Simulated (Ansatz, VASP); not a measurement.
# Ge: VASP beside Ansatz

File INCAR:

```
PREC     = Accurate       # precision mode
ENCUT    = 500            # plane-wave cutoff, eV
EDIFF    = 1E-6           # SCF threshold, eV
ISMEAR   = 0              # smearing method
SIGMA    = 0.1            # smearing width, eV
LREAL    = F              # projectors in reciprocal space
LASPH    = T              # aspherical terms in the spheres
NELM     = 120            # most SCF steps
ALGO     = Normal         # electronic algorithm
ISIF     = 2              # what is computed and relaxed
LWAVE    = F              # write WAVECAR
LCHARG   = F              # write CHGCAR
GGA      = PE             # functional
NBANDS   = 13             # bands
GGA_COMPAT= F
```

KPOINTS

```
Automatic mesh
0
Gamma
  9 9 8
```

The input POSCAR:

```
Ge
1.0
    2.6387670612      0.0000000000      0.0000000000
   -1.3193835306      2.2852393097      0.0000000000
    0.0000000000      0.0000000000      2.4835063516
Ge
1
Direct
    0.0000000000      0.0000000000      0.0000000000
```

Input for Ansatz:

```yaml
crystal:
  lattice:
    - [2.6387670612, 0.0, 0.0]
    - [-1.3193835306, 2.2852393097, 0.0]
    - [0.0, 0.0, 2.4835063516]
  atoms:
    - { symbol: Ge, position: [0.0, 0.0, 0.0] }
basis:
  ecutwfc: 420
kpoints:
  mp_grid: { grid: [9, 9, 8] }
hamiltonian:
  xc: pbe
scf:
  occupations: { method: gaussian, width: 0.1 }
output:
  forces: true
  stress: true
  eigenvalues: true
```

Alike in both runs: task single point; functional PBE; k mesh 9 × 9 × 8; occupations gaussian, width 0.1 eV; no spin polarisation.

```csv
,VASP,Ansatz
version,VASP 6.6.1,Ansatz 0.2.0
potentials or method,"VASP PAW PBE potentials, release 64 (Ge_d), cutoff 500 eV","scalar-relativistic, plane waves, PAW"
valence electrons in the cell,14,14
```

|  | VASP | Ansatz | Ansatz less VASP |
| --- | --- | --- | --- |
| gap on the k mesh at the Fermi level (eV) | none | none | - |
| pressure (GPa) | 29.9 | 29.9 | -0.02 |
| traceless stress, the component that is largest in VASP (GPa) | -2.71 | -2.68 | +0.024 |

A gap of «none» marks a metal or a gap that the smearing closes. Both programs put the cell under a high pressure, so it lies far from rest at this level.
